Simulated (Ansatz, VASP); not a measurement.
**Two plane-wave programs on TaH4**

```
CELL_PARAMETERS angstrom
2.86217 0.00000 0.00000
-1.43109 2.47872 0.00000
0.00000 0.00000 17.67749
ATOMIC_POSITIONS crystal
Ta 0.00000 0.00000 0.00000
Ta 0.00000 0.00000 0.50000
H 0.00000 0.00000 0.22884
H 0.00000 0.00000 0.72884
H 0.00000 0.00000 0.27116
H 0.00000 0.00000 0.77116
H 0.66667 0.33333 0.43540
H 0.66667 0.33333 0.93540
H 0.33333 0.66667 0.06460
H 0.33333 0.66667 0.56460
```

Alike in both runs: task single point; functional PBE; k mesh 12 × 12 × 2; occupations gaussian, width 0.2 eV; no spin polarisation.

|  | VASP | Ansatz |
| --- | --- | --- |
| version | VASP 6.6.1 | Ansatz 0.2.0 |
| potentials or method | VASP PAW PBE potentials, release 64 (Ta_pv, H), cutoff 520 eV | scalar-relativistic, plane waves, PAW |
| valence electrons in the cell | 30 | 34 |

```csv
,VASP,Ansatz,Ansatz less VASP
gap on the k mesh at the Fermi level (eV),none,none,-
pressure (GPa),0.0,0.0,+0.07
rms of the force components (eV/Å),0.006,0.002,-0.0047
```

Atom by atom the forces differ by 0.006 eV/Å (rms over components). A gap of «none» marks a metal or a gap that the smearing closes. VASP's potentials hold 30 valence electrons a cell and Ansatz's 34, so a difference there can come from the potentials and not from the codes.

Spin-orbit coupling is off throughout.
